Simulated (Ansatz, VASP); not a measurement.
**Al in VASP and in Ansatz**

```xyz
8
Lattice="0.0000 4.0406 -4.0406 4.0406 4.0406 0.0000 4.0406 0.0000 -4.0406" Properties=species:S:1:pos:R:3 pbc="T T T"
Al    2.0203    2.0203   -4.0406
Al    4.0406    4.0406   -4.0406
Al    2.0203    0.0000   -2.0203
Al    4.0406    2.0203   -2.0203
Al    0.0000    2.0203   -2.0203
Al    2.0203    4.0406   -2.0203
Al    0.0000    0.0000    0.0000
Al    2.0203    2.0203    0.0000
```

Alike in both runs: task single point; functional PBE; k mesh 8 × 8 × 8; occupations gaussian, width 0.15 eV; no spin polarisation.

```csv
,VASP,Ansatz
version,VASP 6.6.1,Ansatz 0.2.0
potentials or method,"VASP PAW PBE potentials, release 64 (Al), cutoff 520 eV","scalar-relativistic, plane waves, PAW"
valence electrons in the cell,24,24
```

Ansatz gave:

- gap on the k mesh at the Fermi level (eV): none
- pressure (GPa): 0.0

Question: Which values does VASP return?

Answer: gap on the k mesh at the Fermi level (eV): none; pressure (GPa): -0.1.

A gap of «none» marks a metal or a gap that the smearing closes. With one functional, cell and mesh, what is left measures potentials, basis and numerics.
